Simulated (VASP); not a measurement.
# Al5BP6 (P31m) in VASP: single point with PBE

Aim: the single point of Al5BP6 with PBE.

All numbers are computed with VASP 6.6.1; they aren't measurements. Logs are shortened: lines on timing, memory, paths and dates and some standing lists are left out, and cuts for length are marked.

### Step 1. The cell of the first run

Symmetry: P31m, No. 157, trigonal system. The conventional cell has a = 6.536 Å, b = 6.536 Å, c = 6.202 Å, α = 90.00°, β = 90.00°, γ = 120.00°. Within 3.1 Å of Al (site symmetry m) lie 4 P at 2.34 to 2.40 Å. Within 3.1 Å of Al (site symmetry 3) lie 4 P at 2.38 to 2.43 Å. Within 2.7 Å of B (site symmetry 3m) lie 4 P at 2.03 Å. P (site symmetry m) has 1 B at 2.03 Å and 3 Al at 2.40 to 2.43 Å within 2.7 Å. Within 2.7 Å of P (site symmetry 3m) lie 1 B at 2.03 Å and 3 Al at 2.35 Å. P (site symmetry 3) has 4 Al at 2.34 to 2.38 Å within 3.1 Å.

### Step 2. Single point, PBE

File POSCAR:

```
Al5BP6
1.0
    6.5358541081     -0.0000000289      0.0000000000
   -3.2679270290      5.6602157074      0.0000000000
    0.0000000000      0.0000000000      6.2022659000
Al B P
5 1 6
Direct
    0.6809010000      0.0000000000      0.0003260000
    0.3190990000      0.3190990000      0.0003260000
    0.0000000000      0.6809010000      0.0003260000
    0.6666666667      0.3333333333      0.5004820000
    0.3333333333      0.6666666667      0.5004820000
    0.0000000000      0.0000000000      0.4982490000
    0.7083600000      0.0000000000      0.3858850000
    0.2916400000      0.2916400000      0.3858850000
    0.0000000000      0.7083600000      0.3858850000
    0.0000000000      0.0000000000      0.8251440000
    0.6666666667      0.3333333333      0.8835040000
    0.3333333333      0.6666666667      0.8835040000
```

File INCAR.step1:

```
SYSTEM = Al5BP6
  PREC = Accurate
  ENCUT = 520
  EDIFF = 1E-6
  ISMEAR = 0
  SIGMA = 0.02
  LREAL = .False.
  LASPH = .True.
  NELM = 100
  ALGO = Normal
  ISIF = 2
  LWAVE = .False.
  LCHARG = .True.
  GGA = PE
  NBANDS = 36
```

File KPOINTS.step1:

```
Automatic mesh
0
Gamma
  6 6 6
  0 0 0
```

File INCAR.step2:

```
SYSTEM = Al5BP6
  PREC = Accurate
  ENCUT = 520
  EDIFF = 1E-6
  ISMEAR = -5
  SIGMA = 0.02
  LREAL = .False.
  LASPH = .True.
  NELM = 100
  ALGO = Normal
  ISIF = 2
  LWAVE = .False.
  LCHARG = .False.
  GGA = PE
  LORBIT = 11
  NBANDS = 36
  NEDOS = 2001
  ICHARG = 11
```

File KPOINTS.step2:

```
Automatic mesh
0
Gamma
  9 9 9
  0 0 0
```

Potentials or basis: VASP PAW PBE potentials, release 64 (Al, B, P).

On the command line:

```sh
cat potpaw_PBE.64/Al/POTCAR potpaw_PBE.64/B/POTCAR potpaw_PBE.64/P/POTCAR > POTCAR
cp INCAR.step1 INCAR
cp KPOINTS.step1 KPOINTS
mpirun -np 1 vasp_std > vasp.out
cp INCAR.step2 INCAR
cp KPOINTS.step2 KPOINTS
mpirun -np 1 vasp_std > vasp.out
```

OUTCAR:

```text
SYSTEM = Al5BP6
   PREC = Accurate
   ENCUT = 520
   EDIFF = 1E-6
   ISMEAR = -5
   LREAL = .False.
   LASPH = .True.
   NELM = 100
   ISIF = 2
   GGA = PE
   LORBIT = 11
   ICHARG = 11

 ion  position               nearest neighbor table
   1  0.681  0.000  0.000-  11 2.34  12 2.34  10 2.35   7 2.40
   2  0.319  0.319  0.000-  12 2.34  11 2.34  10 2.35   8 2.40
   3  0.000  0.681  0.000-  12 2.34  11 2.34  10 2.35   9 2.40
   4  0.667  0.333  0.500-  11 2.38   7 2.43   9 2.43   8 2.43
   5  0.333  0.667  0.500-  12 2.38   9 2.43   7 2.43   8 2.43
   6  0.000  0.000  0.498-  10 2.03   9 2.03   8 2.03   7 2.03
   7  0.708  0.000  0.386-   6 2.03   1 2.40   4 2.43   5 2.43
   8  0.292  0.292  0.386-   6 2.03   2 2.40   5 2.43   4 2.43
   9  0.000  0.708  0.386-   6 2.03   3 2.40   5 2.43   4 2.43
  10  0.000  0.000  0.825-   6 2.03   3 2.35   2 2.35   1 2.35
  11  0.667  0.333  0.884-   1 2.34   3 2.34   2 2.34   4 2.38
  12  0.333  0.667  0.884-   3 2.34   1 2.34   2 2.34   5 2.38

  LATTYP: Found a hexagonal cell.
 ALAT       =     6.5358541081
 C/A-ratio  =     0.9489602732

  Lattice vectors:

 A1 = (   6.5358541081,  -0.0000000289,   0.0000000000)
 A2 = (  -3.2679270290,   5.6602157074,   0.0000000000)
 A3 = (   0.0000000000,   0.0000000000,   6.2022659000)

Analysis of symmetry for initial positions (statically):
=====================================================================
 Subroutine PRICEL returns:
 Original cell was already a primitive cell.

 Routine SETGRP: Setting up the symmetry group for a
 hexagonal supercell.

 Subroutine GETGRP returns: Found  6 space group operations
 (whereof  6 operations were pure point group operations)
 out of a pool of 24 trial point group operations.

The static configuration has the point symmetry C_3v.

Analysis of symmetry for dynamics (positions and initial velocities):
=====================================================================
 Subroutine PRICEL returns:
 Original cell was already a primitive cell.

 Routine SETGRP: Setting up the symmetry group for a
 hexagonal supercell.

 Subroutine GETGRP returns: Found  6 space group operations
 (whereof  6 operations were pure point group operations)
 out of a pool of 24 trial point group operations.

The dynamic configuration has the point symmetry C_3v.

 Subroutine INISYM returns: Found  6 space group operations
 (whereof  6 operations are pure point group operations),
 and found     1 'primitive' translations

----------------------------------------------------------------------------------------

                                     Primitive cell

  volume of cell :     229.4488

  direct lattice vectors                    reciprocal lattice vectors
     6.535854108 -0.000000029  0.000000000     0.153002192  0.088335856  0.000000000
    -3.267927029  5.660215707  0.000000000     0.000000001  0.176671713  0.000000000
     0.000000000  0.000000000  6.202265900     0.000000000  0.000000000  0.161231398

  length of vectors
     6.535854108  6.535854108  6.202265900     0.176671713  0.176671713  0.161231398

  position of ions in fractional coordinates (direct lattice)
     0.680901000  1.000000000  0.000326000
     0.319099000  0.319099000  0.000326000
     1.000000000  0.680901000  0.000326000
     0.666666667  0.333333333  0.500482000
     0.333333333  0.666666667  0.500482000
     0.000000000  0.000000000  0.498249000
     0.708360000  1.000000000  0.385885000
     0.291640000  0.291640000  0.385885000
     1.000000000  0.708360000  0.385885000
     0.000000000  0.000000000  0.825144000
     0.666666667  0.333333333  0.883504000
     0.333333333  0.666666667  0.883504000

  ion indices of the primitive-cell ions
   primitive index   ion index
                 1           1
                 2           2
                 3           3
                 4           4
                 5           5
                 6           6
                 7           7
                 8           8
                 9           9
                10          10
[... 27 lines left out ...]
 ===========================================

 Found     88 irreducible k-points:

 Following reciprocal coordinates:
            Coordinates               Weight
  0.000000  0.000000  0.000000      1.000000
  0.111111  0.000000  0.000000      6.000000
  0.222222  0.000000  0.000000      6.000000
  0.333333  0.000000  0.000000      6.000000
  0.444444  0.000000  0.000000      6.000000
  0.111111  0.111111  0.000000      6.000000
[... 16 lines left out ...]
 -0.111111  0.444444  0.111111     12.000000
  0.444444  0.111111  0.111111      6.000000
 [... further k-points ...]
   k-points           NKPTS =     88   k-points in BZ     NKDIM =     88   number of bands    NBANDS=     36
   number of dos      NEDOS =   2001   number of ions     NIONS =     12
   total plane-waves  NPLWV = 120000
   dimension x,y,z NGX =    50 NGY =   50 NGZ =   48
   dimension x,y,z NGXF=   100 NGYF=  100 NGZF=   96
   ions per type =               5   1   6
   NGX,Y,Z   is equivalent  to a cutoff of  12.72, 12.72, 12.87 a.u.
   NGXF,Y,Z  is equivalent  to a cutoff of  25.44, 25.44, 25.73 a.u.
 SYSTEM =  Al5BP6
   PREC   = accura    normal or accurate (medium, high low for compatibility)
   ISTART =      0    job   : 0-new  1-cont  2-samecut
   ICHARG =     11    charge: 1-file 2-atom 10-const
   ISPIN  =      1    spin polarized calculation?
   LNONCOLLINEAR =      F non collinear calculations
   LSORBIT =      F    spin-orbit coupling
   LASPH  =      T    aspherical Exc in radial PAW
   ENCUT  =  520.0 eV  38.22 Ry    6.18 a.u.  12.15 12.15 11.53*2*pi/ulx,y,z
   NELM   =    100;   NELMIN=  2; NELMDL=  0     # of ELM steps
   EDIFF  = 0.1E-05   stopping-criterion for ELM
   LREAL  =      F    real-space projection
   EDIFFG = 0.1E-04   stopping-criterion for IOM
   NSW    =      0    number of steps for IOM
   IBRION =     -1    ionic relax: 0-MD 1-quasi-New 2-CG
   NFREE  =      0    steps in history (QN), initial steepest desc. (CG)
   ISIF   =      2    stress and relaxation
   ISYM   =      2    0-nonsym 1-usesym 2-fastsym
   POTIM  = 0.5000    time-step for ionic-motion
   TEBEG  =    0.0;   TEEND  =   0.0 temperature during run
   PSTRESS=    0.0 pullay stress
   NELECT =      48.0000    total number of electrons
   NUPDOWN=      -1.0000    fix difference up-down
   EMIN   =  10.00;   EMAX   =-10.00  energy-range for DOS
   EFERMI =   0.00;   METHOD = LEGACY
   ISMEAR =    -5;   SIGMA  =   0.02  broadening in eV -4-tet -1-fermi 0-gaus
   EFERMI_NEDOS =   21; number of points for ismear=-14 and -15
   IALGO  =     38    algorithm
   IMIX   =      4    mixing-type and parameters
     AMIX     =   0.40;   BMIX     =  1.00
     AMIX_MAG =   1.60;   BMIX_MAG =  1.00
  volume/ion in A,a.u.               =      19.12       129.03
  Fermi-wavevector in a.u.,A,eV,Ry     =   0.971837  1.836505 12.850250  0.944467
  Thomas-Fermi vector in A             =   2.102086
   LORBIT       =     11    0 simple, 1 ext, 2 COOP (PROOUT), +10 PAW based schemes
   GGA     = PE    functional components
   LHFCALC =     F    Hartree Fock is set to
   AEXX    =    0.0000 exact exchange contribution
   IVDW    =     0    specifies the selected vdW correction
   LEPSILON=     F    determine dielectric tensor
   LRPA    =     F    only Hartree local field effects (RPA)
 non-spin polarized calculation
 Fermi weights with tetrahedron method with Bloechl corrections
  energy-cutoff  :      520.00
  volume of cell :      229.45
 maximum number of plane-waves:      6200
 NGX is ok and might be reduce to    50

 number of electron      48.0000002 magnetization

 Free energy of the ion-electron system (eV)
  ---------------------------------------------------
  ext. energy  EPLUGINS =         0.00000000
  ---------------------------------------------------
  free energy    TOTEN  =       -63.80984769 eV

  energy without entropy =      -63.80984769  energy(sigma->0) =      -63.80984769

 E-fermi :   5.0442     XC(G=0):  -9.3698

 val. band max:        5.0396525504   @ k =   0.0000   0.0000   0.0000
 cond. band min:       6.4355093880   @ k =  -0.3333  -0.3333   0.3333
 fundamental gap:      1.3958568376
 Fermi energy:         5.0441822114

 k-point     1 :       0.0000    0.0000    0.0000
  band No.  band energies     occupation
      1      -7.3305      2.00000
      2      -5.4095      2.00000
      3      -4.8264      2.00000
      4      -4.7468      2.00000
      5      -4.7467      2.00000
      6      -4.5398      2.00000
[... 925 lines left out ...]
     35       9.7250      0.00000
     36      10.0866      0.00000

 [... further k-points ...]

------------------------ aborting loop because EDIFF is reached ----------------------------------------

  FORCE on cell =-STRESS in cart. coord.  units (eV):
  Direction    XX          YY          ZZ          XY          YZ          ZX
  --------------------------------------------------------------------------------------
  -------------------------------------------------------------------------------------
  Total       -0.1599387     -0.1599387     -0.1478600     -0.0000000      0.0000000      0.0000000
  in kB       -1.1168076     -1.1168076     -1.0324657     -0.0000000      0.0000000      0.0000000
  external PRESSURE =      -1.0886937 kB  Pullay stress =       0.0000000 kB

 VOLUME and BASIS-vectors are now :
 -----------------------------------------------------------------------------
  energy-cutoff  :      520.00
  volume of cell :      229.45
      direct lattice vectors                 reciprocal lattice vectors
     6.535854108 -0.000000029  0.000000000     0.153002192  0.088335856  0.000000000
    -3.267927029  5.660215707  0.000000000     0.000000001  0.176671713  0.000000000
     0.000000000  0.000000000  6.202265900     0.000000000  0.000000000  0.161231398

 POSITION                                       TOTAL-FORCE (eV/Angst)
 -----------------------------------------------------------------------------------
      4.45027     -0.00000      0.00202        -0.001630      0.000000     -0.003412
      1.04279      1.80617      0.00202         0.000815      0.001411     -0.003412
     -2.22513      3.85405      0.00202         0.000815     -0.001411     -0.003412
      3.26793      1.88674      3.10412         0.000000     -0.000000      0.002814
      0.00000      3.77348      3.10412         0.000000     -0.000000      0.002814
      0.00000      0.00000      3.09027         0.000000     -0.000000     -0.002206
      4.62974     -0.00000      2.39336         0.001158     -0.000000     -0.000925
      0.95306      1.65075      2.39336        -0.000579     -0.001003     -0.000925
     -2.31487      4.00947      2.39336        -0.000579      0.001003     -0.000925
      0.00000      0.00000      5.11776         0.000000     -0.000000      0.005378
      3.26793      1.88674      5.47973         0.000000     -0.000000      0.002107
      0.00000      3.77348      5.47973         0.000000     -0.000000      0.002107
 -----------------------------------------------------------------------------------
    total drift:                                0.000000      0.000000     -0.000274

  FREE ENERGIE OF THE ION-ELECTRON SYSTEM (eV)
  ---------------------------------------------------
  free  energy   TOTEN  =       -63.8098476861 eV

  energy  without entropy=      -63.8098476861  energy(sigma->0) =      -63.80984769

 total charge

# of ion       s       p       d       tot
------------------------------------------
    1        0.398   0.393   0.000   0.791
    2        0.398   0.393   0.000   0.791
    3        0.398   0.393   0.000   0.791
    4        0.396   0.363   0.000   0.758
    5        0.396   0.363   0.000   0.758
    6        0.643   1.103   0.000   1.746
    7        1.009   1.543   0.000   2.552
    8        1.009   1.543   0.000   2.552
    9        1.009   1.543   0.000   2.552
   10        1.005   1.589   0.000   2.594
   11        1.011   1.610   0.000   2.621
   12        1.011   1.610   0.000   2.621
--------------------------------------------------
tot          8.684  12.444   0.000  21.129
```

It took 6.3 min on 1 thread of Intel Xeon 6975P-C (Granite Rapids), shared host; peak memory 0.7 GiB.

What came out:

* Valence electrons inside the program's atomic spheres: Al 0.79, 0.76 (each value once); B 1.75; P 2.55, 2.59, 2.62 (each value once)

Levels at points of the mesh, in eV from the valence-band top:
| k point | band 21 | band 22 | band 23 | band 24 | band 25 | band 26 | band 27 | band 28 |
| --- | --- | --- | --- | --- | --- | --- | --- | --- |
| (0.00, 0.00, 0.00) | -1.12 | -0.23 | 0.00 | 0.00 | 1.99 | 1.99 | 2.02 | 3.25 |
